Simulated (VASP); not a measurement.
V: relaxation of cell and atoms with PBEsol

V:

```
CELL_PARAMETERS angstrom
-2.03284 2.03284 1.11806
2.03284 -2.03284 1.11806
2.03284 2.03284 -1.11806
ATOMIC_POSITIONS crystal
V 0.62500 0.87500 0.75000
V 0.37500 0.12500 0.25000
```

```
Program                : VASP 6.6.1
Task                   : relaxation of cell and atoms
Functional             : PBEsol
Potentials or basis    : VASP PAW PBE potentials, release 64 (V_sv)
Cutoff                 : 600 eV
k mesh                 : 19 × 19 × 19
Occupations            : fermi-dirac, width 0.05 eV
Spin                   : no spin polarisation
Target pressure        : 130 GPa
Dipole correction      : no
Further INCAR settings : ALGO = Normal; EDIFF = 1e-06; IBRION = 2; EDIFFG = -0.005; NSW = 60; ISIF = 3
```

| Quantity | Value |
| --- | --- |
| Relaxed volume | 9.25 Å³/atom |
| Relaxed cell | a = 3.060 Å, b = 3.060 Å, c = 3.060 Å, α = 98.11°, β = 98.11°, γ = 135.89° |
| Space group after relaxing (to 0.1 Å) | I4_1/amd (No. 141) |
| Energy change on relaxing (the run minimises the enthalpy) | -18.0 meV/atom |
| Ionic steps | 6 |
| Pressure after relaxing | 130.0 GPa |
| Band gap on the k mesh | zero (bands 13 and 14 overlap by 1.48 eV) |

Stress tensor (GPa, compression positive):
```
130.02   0.00   0.00
  0.00 130.02   0.00
  0.00   0.00 129.94
```

The path:
| step | energy change (eV) | largest force (eV/Å) | pressure (GPa) | volume (Å³) |
| --- | --- | --- | --- | --- |
| 1 | 0.0000 | 0.0000 | 130.99 | 18.48 |
| 2 | -0.1381 | 0.0000 | 125.78 | 18.62 |
| 3 | -0.1203 | 0.0000 | 126.60 | 18.60 |
| 4 | 0.2858 | 0.0000 | 142.79 | 18.11 |
| 5 | -0.0376 | 0.0000 | 129.92 | 18.49 |
| 6 | -0.0359 | 0.0000 | 129.99 | 18.49 |

Final structure:
```
CELL_PARAMETERS angstrom
-2.00566 2.00566 1.14920
2.00566 -2.00566 1.14920
2.00566 2.00566 -1.14920
ATOMIC_POSITIONS crystal
V 0.62500 0.87500 0.75000
V 0.37500 0.12500 0.25000
```

Levels at points of the mesh, in eV from the Fermi level:
```tsv
k point	band 10	band 11	band 12	band 13	band 14	band 15	band 16	band 17
(0.00, 0.00, 0.00)	-6.91	-3.43	-2.49	-1.50	2.08	2.08	2.22	2.22
```

It took 11 min on 1 thread of Intel(R) Xeon(R) Platinum 8488C (Sapphire Rapids) (shared host), peak memory 0.32 GiB.

Caveat: the cell is relaxed towards a set pressure, so the run minimises the enthalpy, not the energy; atoms lie so close that the PAW spheres overlap strongly, which falsifies energies and pressures; the PAW data sets were made with another functional, which shifts forces and pressure a little.
